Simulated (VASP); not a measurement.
# C6O in VASP: single point with PBE+D3(BJ)

Aim: the single point of C6O with PBE+D3(BJ).

All numbers are computed with VASP 6.6.1; they aren't measurements. Logs are shortened: lines on timing, memory, paths and dates and some standing lists are left out, and cuts for length are marked.

**1. The cell of the first run**

The cell holds a slab with vacuum, 7 atoms: a = 2.465 Å, b = 2.465 Å, c = 25.749 Å, α = 90.00°, β = 90.00°, γ = 60.00°.

**2. Single point, PBE+D3(BJ), collinear spin, ferromagnetic start**

INCAR reads:

```
ALGO     = Normal         # electronic algorithm
DIPOL    = 0.5 0.5 0.487
EDIFF    = 1E-6           # SCF threshold, eV
ENCUT    = 520            # plane-wave cutoff, eV
GGA      = PE             # functional
IDIPOL   = 3            
ISIF     = 2              # what is computed and relaxed
ISMEAR   = 0              # smearing method
ISPIN    = 2              # spin polarisation
IVDW     = 12             # dispersion correction
LASPH    = True           # aspherical terms in the spheres
LCHARG   = True           # write CHGCAR
LDIPOL   = True         
LELF     = True           # ELF
LORBIT   = 11             # projections on sites
LREAL    = False          # projectors in reciprocal space
LVACPOTAV= True         
LVHAR    = True         
LWAVE    = False          # write WAVECAR
MAGMOM   = 0 0 0 0 0 0 2  # initial moments
NBANDS   = 28             # bands
NELM     = 150            # most SCF steps
PREC     = Accurate       # precision mode
SIGMA    = 0.05           # smearing width, eV
```

KPOINTS reads:

```
k-points
0
Gamma
  12 12 1
```

POSCAR reads:

```
C6O
1.0
    2.4649373942      0.0000000000      0.0000000000
    1.2324826688      2.1346903355      0.0000000000
    0.0000000000      0.0000000000     25.7486607930
C O
6 1
Direct
    0.1656238015      0.1656238015      0.3301142559
    0.4989565371      0.4989565371      0.3301441472
    0.4985302260      0.4985302260      0.4602631022
    0.8318634498      0.8318634498      0.4604592707
    0.8303716579      0.8303716579      0.5822968809
    0.1637002575      0.1637002575      0.5965192287
    0.1636659020      0.1636659020      0.6516174304
```

Potentials or basis: VASP PAW PBE potentials, release 64 (C, O).

Started as:

```sh
$ cat potpaw_PBE.64/C/POTCAR potpaw_PBE.64/O/POTCAR > POTCAR
$ mpirun -np 1 vasp_std > vasp.out
```

OUTCAR:

```text
EDIFF = 1E-6
   ENCUT = 520
   GGA = PE
   ISIF = 2
   ISMEAR = 0
   ISPIN = 2
   IVDW = 12
   LASPH = True
   LORBIT = 11
   LREAL = False
   NELM = 150
   PREC = Accurate
 IVDW          = 12

 ion  position               nearest neighbor table
   1  0.166  0.166  0.330-   2 1.42   2 1.42   2 1.42
   2  0.499  0.499  0.330-   1 1.42   1 1.42   1 1.42
   3  0.499  0.499  0.460-   4 1.42   4 1.42   4 1.42
   4  0.832  0.832  0.460-   3 1.42   3 1.42   3 1.42
   5  0.830  0.830  0.582-   6 1.47   6 1.47   6 1.47
   6  0.164  0.164  0.597-   7 1.42   5 1.47   5 1.47   5 1.47
   7  0.164  0.164  0.652-   6 1.42

  LATTYP: Found a hexagonal cell.
 ALAT       =     2.4649373942
 C/A-ratio  =    10.4459694812

  Lattice vectors:

 A1 = (  -1.2324826688,  -2.1346903355,   0.0000000000)
 A2 = (   2.4649373942,   0.0000000000,   0.0000000000)
 A3 = (   0.0000000000,   0.0000000000,  25.7486607930)

Analysis of symmetry for initial positions (statically):
=====================================================================
 Subroutine PRICEL returns:
 Original cell was already a primitive cell.

 Routine SETGRP: Setting up the symmetry group for a
 hexagonal supercell.

 Subroutine GETGRP returns: Found  2 space group operations
 (whereof  2 operations were pure point group operations)
 out of a pool of 24 trial point group operations.

The static configuration has the point symmetry C_1h.

Analysis of symmetry for dynamics (positions and initial velocities):
=====================================================================
 Subroutine PRICEL returns:
 Original cell was already a primitive cell.

 Routine SETGRP: Setting up the symmetry group for a
 hexagonal supercell.

 Subroutine GETGRP returns: Found  2 space group operations
 (whereof  2 operations were pure point group operations)
 out of a pool of 24 trial point group operations.

The dynamic configuration has the point symmetry C_1h.

Analysis of structural, dynamic, and magnetic symmetry:
=====================================================================
 Subroutine PRICEL returns:
 Original cell was already a primitive cell.

 Routine SETGRP: Setting up the symmetry group for a
 hexagonal supercell.

 Subroutine GETGRP returns: Found  2 space group operations
 (whereof  2 operations were pure point group operations)
 out of a pool of 24 trial point group operations.

The overall configuration has the point symmetry C_1h.

 Subroutine INISYM returns: Found  2 space group operations
 (whereof  2 operations are pure point group operations),
 and found     1 'primitive' translations

----------------------------------------------------------------------------------------

                                     Primitive cell

  volume of cell :     135.4863

  direct lattice vectors                    reciprocal lattice vectors
     2.464937394  0.000000000  0.000000000     0.405689817 -0.234228665  0.000000000
     1.232482669  2.134690336  0.000000000     0.000000000  0.468452020  0.000000000
     0.000000000  0.000000000 25.748660793     0.000000000  0.000000000  0.038836971

  length of vectors
     2.464937394  2.464937394 25.748660793     0.468452020  0.468452020  0.038836971

  position of ions in fractional coordinates (direct lattice)
     0.165623801  0.165623801  0.330114256
     0.498956537  0.498956537  0.330144147
     0.498530226  0.498530226  0.460263102
     0.831863450  0.831863450  0.460459271
     0.830371658  0.830371658  0.582296881
     0.163700257  0.163700257  0.596519229
     0.163665902  0.163665902  0.651617430

  ion indices of the primitive-cell ions
   primitive index   ion index
                 1           1
                 2           2
                 3           3
                 4           4
                 5           5
[... 54 lines left out ...]
 -0.083333  0.333333  0.000000      4.000000
 [... further k-points ...]
   k-points           NKPTS =     43   k-points in BZ     NKDIM =     43   number of bands    NBANDS=     28
   number of dos      NEDOS =    301   number of ions     NIONS =      7
   total plane-waves  NPLWV =  62208
   dimension x,y,z NGX =    18 NGY =   18 NGZ =  192
   dimension x,y,z NGXF=    36 NGYF=   36 NGZF=  384
   ions per type =               6   1
   NGX,Y,Z   is equivalent  to a cutoff of  12.14, 12.14, 12.40 a.u.
   NGXF,Y,Z  is equivalent  to a cutoff of  24.28, 24.28, 24.79 a.u.
 SYSTEM =  unknown system
   PREC   = accura    normal or accurate (medium, high low for compatibility)
   ISTART =      0    job   : 0-new  1-cont  2-samecut
   ICHARG =      2    charge: 1-file 2-atom 10-const
   ISPIN  =      2    spin polarized calculation?
   LNONCOLLINEAR =      F non collinear calculations
   LSORBIT =      F    spin-orbit coupling
   LASPH  =      T    aspherical Exc in radial PAW
   ENCUT  =  520.0 eV  38.22 Ry    6.18 a.u.   4.58  4.58 47.88*2*pi/ulx,y,z
   NELM   =    150;   NELMIN=  2; NELMDL= -5     # of ELM steps
   EDIFF  = 0.1E-05   stopping-criterion for ELM
   LREAL  =      F    real-space projection
   EDIFFG = 0.1E-04   stopping-criterion for IOM
   NSW    =      0    number of steps for IOM
   IBRION =     -1    ionic relax: 0-MD 1-quasi-New 2-CG
   NFREE  =      0    steps in history (QN), initial steepest desc. (CG)
   ISIF   =      2    stress and relaxation
   ISYM   =      2    0-nonsym 1-usesym 2-fastsym
   POTIM  = 0.5000    time-step for ionic-motion
   TEBEG  =    0.0;   TEEND  =   0.0 temperature during run
   PSTRESS=    0.0 pullay stress
   NELECT =      30.0000    total number of electrons
   NUPDOWN=      -1.0000    fix difference up-down
   EMIN   =  10.00;   EMAX   =-10.00  energy-range for DOS
   EFERMI =   0.00;   METHOD = LEGACY
   ISMEAR =     0;   SIGMA  =   0.05  broadening in eV -4-tet -1-fermi 0-gaus
   EFERMI_NEDOS =   21; number of points for ismear=-14 and -15
   IALGO  =     38    algorithm
   IMIX   =      4    mixing-type and parameters
     AMIX     =   0.40;   BMIX     =  1.00
     AMIX_MAG =   1.60;   BMIX_MAG =  1.00
  volume/ion in A,a.u.               =      19.36       130.62
  Fermi-wavevector in a.u.,A,eV,Ry     =   0.990414  1.871611 13.346226  0.980920
  Thomas-Fermi vector in A             =   2.122083
   LORBIT       =     11    0 simple, 1 ext, 2 COOP (PROOUT), +10 PAW based schemes
   GGA     = PE    functional components
   LHFCALC =     F    Hartree Fock is set to
   AEXX    =    0.0000 exact exchange contribution
   IVDW    =    12    specifies the selected vdW correction
   LEPSILON=     F    determine dielectric tensor
   LRPA    =     F    only Hartree local field effects (RPA)
 spin polarized calculation
 Gauss-broadening in eV      SIGMA  =   0.05
  energy-cutoff  :      520.00
  volume of cell :      135.49
 maximum number of plane-waves:      3696
   NGX =  9   NGY =  9   NGZ = 95

 dipolmoment           0.000000      0.000000     -0.027903 electrons x Angstroem

 number of electron      29.9999997 magnetization       1.2932849

 dipolmoment           0.000000      0.000000      0.105212 electrons x Angstroem

 Free energy of the ion-electron system (eV)
  ---------------------------------------------------
  ext. energy  EPLUGINS =         0.00000000
  ---------------------------------------------------
  free energy    TOTEN  =       -57.82945767 eV

  energy without entropy =      -57.82667589  energy(sigma->0) =      -57.82806678

 E-fermi :  -1.5219     XC(G=0):  -4.9835

 val. band max:       -1.5321622768   @ k =  -0.0833   0.4167   0.0000
 cond. band min:      -1.5199851103   @ k =  -0.3333   0.3333   0.0000
 fundamental gap:      0.0121771665
 Fermi energy:        -1.5219154250

 spin component 1

 k-point     1 :       0.0000    0.0000    0.0000
  band No.  band energies     occupation
      1     -24.2899      1.00000
      2     -21.0971      1.00000
      3     -20.9428      1.00000
      4     -18.8361      1.00000
      5      -9.8572      1.00000
      6      -9.3360      1.00000
[... 709 lines left out ...]
     26      10.2693      0.00000
     27      10.6366      0.00000

 [... further k-points ...]

 spin component 2

 k-point     1 :       0.0000    0.0000    0.0000
  band No.  band energies     occupation
      1     -23.5189      1.00000
      2     -21.0972      1.00000
      3     -20.9426      1.00000
      4     -18.0489      1.00000
      5      -9.6779      1.00000
      6      -8.9429      1.00000
[... 709 lines left out ...]
     26      10.2580      0.00000
     27      10.6867      0.00000

 [... further k-points ...]

 [bands above 27 left out]

------------------------ aborting loop because EDIFF is reached ----------------------------------------

 Edisp (eV)   -0.90125

 E8    (eV) :    -0.2612

  FORCE on cell =-STRESS in cart. coord.  units (eV):
  Direction    XX          YY          ZZ          XY          YZ          ZX
  --------------------------------------------------------------------------------------
  -------------------------------------------------------------------------------------
  Total       3.83704     3.83515     0.30566     0.00163     0.00006     0.00010
  in kB      45.37447    45.35217     3.61456     0.01931     0.00068     0.00118
  external pressure =       31.45 kB  Pullay stress =        0.00 kB

 VOLUME and BASIS-vectors are now :
 -----------------------------------------------------------------------------
  energy-cutoff  :      520.00
  volume of cell :      135.49
      direct lattice vectors                 reciprocal lattice vectors
     2.464937394  0.000000000  0.000000000     0.405689817 -0.234228665  0.000000000
     1.232482669  2.134690336  0.000000000     0.000000000  0.468452020  0.000000000
     0.000000000  0.000000000 25.748660793     0.000000000  0.000000000  0.038836971

 POSITION                                       TOTAL-FORCE (eV/Angst)
 -----------------------------------------------------------------------------------
      0.61238      0.35356      8.50000        -0.000075     -0.000043     -0.004785
      1.84485      1.06512      8.50077        -0.000037     -0.000021     -0.001075
      1.84328      1.06421     11.85116        -0.000004     -0.000002      0.000310
      3.07575      1.77577     11.85621        -0.000089     -0.000052      0.003793
      3.07023      1.77259     14.99336        -0.000068     -0.000039     -0.027244
      0.60527      0.34945     15.35957        -0.000171     -0.000099     -0.202088
      0.60514      0.34938     16.77828         0.000444      0.000256      0.231089
 -----------------------------------------------------------------------------------
    total drift:                               -0.000241     -0.000139     -0.000054

  FREE ENERGIE OF THE ION-ELECTRON SYSTEM (eV)
  ---------------------------------------------------
  free  energy   TOTEN  =       -58.7307097946 eV

  energy  without entropy=      -58.7279280142  energy(sigma->0) =      -58.72931890

 vacuum level on the upper side and lower side of the slab         6.378         2.760

 total charge

# of ion       s       p       d       tot
------------------------------------------
    1        0.863   1.788   0.000   2.651
    2        0.863   1.787   0.000   2.650
    3        0.864   1.784   0.000   2.648
    4        0.863   1.787   0.000   2.650
    5        0.883   1.693   0.000   2.576
    6        0.845   1.774   0.000   2.619
    7        1.628   3.221   0.000   4.849
--------------------------------------------------
tot          6.810  13.835   0.000  20.645

 magnetization (x)

# of ion       s       p       d       tot
------------------------------------------
    1       -0.000  -0.000   0.000  -0.000
    2        0.000  -0.000   0.000   0.000
    3        0.001   0.004   0.000   0.004
    4       -0.000  -0.004   0.000  -0.004
    5        0.014   0.227   0.000   0.241
    6       -0.005  -0.020   0.000  -0.026
    7        0.009   0.805   0.000   0.813
--------------------------------------------------
tot          0.018   1.010   0.000   1.028
```

It took 7.1 min on 1 thread of Intel Xeon 6975P-C (Granite Rapids), shared host; peak memory 0.43 GiB.

Results:

| Quantity | Value |
| --- | --- |
| Free energy | -58.7307 eV |
| Largest force | 0.231 eV/Å |
| Net moment | 1.29 μB per cell |
| Site moments | C -0.00, +0.00, +0.24, -0.03 (each value once); O +0.81 μB |
| Valence electrons inside the program's atomic spheres | C 2.65, 2.58, 2.62 (each value once); O 4.85 |
| Dispersion energy per atom | -0.129 eV |

Forces on the atoms (eV/Å):
```
C    0.000  0.000 -0.005
C    0.000  0.000 -0.001
C    0.000  0.000  0.000
C    0.000  0.000  0.004
C    0.000  0.000 -0.027
C    0.000  0.000 -0.202
O    0.000  0.000  0.231
```
